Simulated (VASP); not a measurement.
Wanted: the native input for a VASP 6.6.1 run.

| Property | Result |
| --- | --- |
| Task | single point |
| Functional | PBE |
| Potentials or basis | VASP PAW PBE potentials, release 64 (Ge_d, Ga_d) |
| Cutoff | 520 eV |
| k mesh | 7 × 7 × 7 |
| Occupations | fermi-dirac, width 0.05 eV |
| Spin | no spin polarisation |
| Dipole correction | no |
| Further INCAR settings | ALGO = Normal; EDIFF = 1e-06; NBANDS = 36 |

The structure of GaGe3 lies in POSCAR:

```
GaGe3
1.0
    0.0000000000      3.4095992233      3.4095992233
    3.4095992233      0.0000000000      3.4095992233
    3.4095992233      3.4095992233      0.0000000000
Ge Ga
3 1
Direct
    0.5000000000      0.5000000000      0.5000000000
    0.7500000000      0.7500000000      0.7500000000
    0.2500000000      0.2500000000      0.2500000000
    0.0000000000      0.0000000000      0.0000000000
```

These files were run (other wordings do the same):

INCAR

```
SYSTEM = GaGe3
  PREC = Accurate
  ENCUT = 520
  EDIFF = 1E-6
  ISMEAR = -1
  SIGMA = 0.05
  LREAL = .FALSE.
  LASPH = .TRUE.
  NELM = 100
  ALGO = Normal
  ISIF = 2
  LWAVE = .FALSE.
  LCHARG = .FALSE.
  GGA = PE
  NBANDS = 36
```

KPOINTS

```
Automatic mesh
0
G
  7 7 7
  0 0 0
```

Potentials or basis: VASP PAW PBE potentials, release 64 (Ge_d, Ga_d).

The run is started by

```sh
$ cat potpaw_PBE.64/Ge_d/POTCAR potpaw_PBE.64/Ga_d/POTCAR > POTCAR
$ mpirun -np 1 vasp_std > vasp.out
```

Results of the run:

- Pressure: -1.5 GPa

It took 44 s on 1 thread of AMD EPYC 9R45 96-Core Processor (Zen 5) (shared host), peak memory 0.19 GiB.
